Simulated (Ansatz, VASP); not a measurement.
One calculation of Sb, two programs

```xyz
2
Lattice="3.2921 0.0000 0.0000 -1.6461 2.8511 0.0000 0.0000 0.0000 5.2084" Properties=species:S:1:pos:R:3 pbc="T T T"
Sb    0.0000    1.9007    1.3021
Sb    1.6461    0.9504    3.9063
```

Alike in both runs: task single point; functional PBEsol; k mesh 15 × 15 × 8; occupations gaussian, width 0.1 eV; no spin polarisation.

```csv
,VASP,Ansatz
version,VASP 6.6.1,Ansatz 0.2.0
potentials or method,"VASP PAW PBE potentials, release 64 (Sb), cutoff 520 eV","scalar-relativistic, plane waves, PAW"
valence electrons in the cell,10,30
```

Ansatz gave:

```
gap on the k mesh at the Fermi level (eV)                     : none
pressure (GPa)                                                : 5.5
traceless stress, the component that is largest in VASP (GPa) : 2.15
```

**Question.** Which values does VASP return?

**Answer.** gap on the k mesh at the Fermi level (eV): none; pressure (GPa): 5.5; traceless stress, the component that is largest in VASP (GPa): 2.16.

VASP's potentials were made for PBE, not for PBEsol. A gap of «none» marks a metal or a gap that the smearing closes. The functional is the same, so the differences come from potentials, cutoffs and numerics. VASP's potentials hold 10 valence electrons a cell and Ansatz's 30, so a difference there can come from the potentials and not from the codes.

Neither program's run includes spin-orbit coupling.
